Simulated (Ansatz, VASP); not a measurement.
## One calculation of TaN, two programs

File INCAR:

```
ALGO = Normal
EDIFF = 1E-6
ENCUT = 600
GGA = PE
GGA_COMPAT = False
ISIF = 2
ISMEAR = -1
LASPH = True
LCHARG = False
LREAL = False
LWAVE = False
NBANDS = 16
NELM = 120
PREC = Accurate
SIGMA = 0.05
```

Contents of KPOINTS:

```
k-points
0
Gamma
  10 10 10
```

File POSCAR:

```
TaN
1.0
    0.0000000000      2.1964814589      2.1964814589
    2.1964814589      0.0000000000      2.1964814589
    2.1964814589      2.1964814589      0.0000000000
Ta N
1 1
Direct
    0.5000000000      0.5000000000      0.5000000000
    0.0000000000      0.0000000000      0.0000000000
```

The input input.yaml:

```yaml
crystal:
  lattice:
    - [0.0, 2.1964814589, 2.1964814589]
    - [2.1964814589, 0.0, 2.1964814589]
    - [2.1964814589, 2.1964814589, 0.0]
  atoms:
    - { symbol: Ta, position: [0.5, 0.5, 0.5] }
    - { symbol: "N", position: [0.0, 0.0, 0.0] }
hamiltonian:
  xc: pbe
  pseudopotentials: { kind: paw }
kpoints:
  mp_grid: { grid: [10, 10, 10] }
scf:
  occupations: { method: fermi_dirac, width: 0.05 }
output:
  forces: true
  stress: true
  eigenvalues: true
  write_density: true
  write_potential: true
  elf: true
  volumetric_format: npy
```

Alike in both runs: task single point; functional PBE; k mesh 10 × 10 × 10; occupations fermi-dirac, width 0.05 eV; no spin polarisation.

|  | VASP | Ansatz |
| --- | --- | --- |
| version | VASP 6.6.1 | Ansatz 0.2.0 |
| potentials or method | VASP PAW PBE potentials, release 64 (Ta_sv_GW, N) | Ansatz PAW |
| plane-wave cutoff (eV) | 600 | 420 |
| valence electrons in the cell | 18 | 18 |

|  | VASP | Ansatz | Ansatz less VASP |
| --- | --- | --- | --- |
| gap on the k mesh at the Fermi level (eV) | none | none | - |
| pressure (GPa) | 5.5 | 5.5 | +0.02 |

A gap of «none» marks a metal or a gap that the smearing closes. The functional is the same, so the differences come from potentials, cutoffs and numerics.

Neither program's run includes spin-orbit coupling.
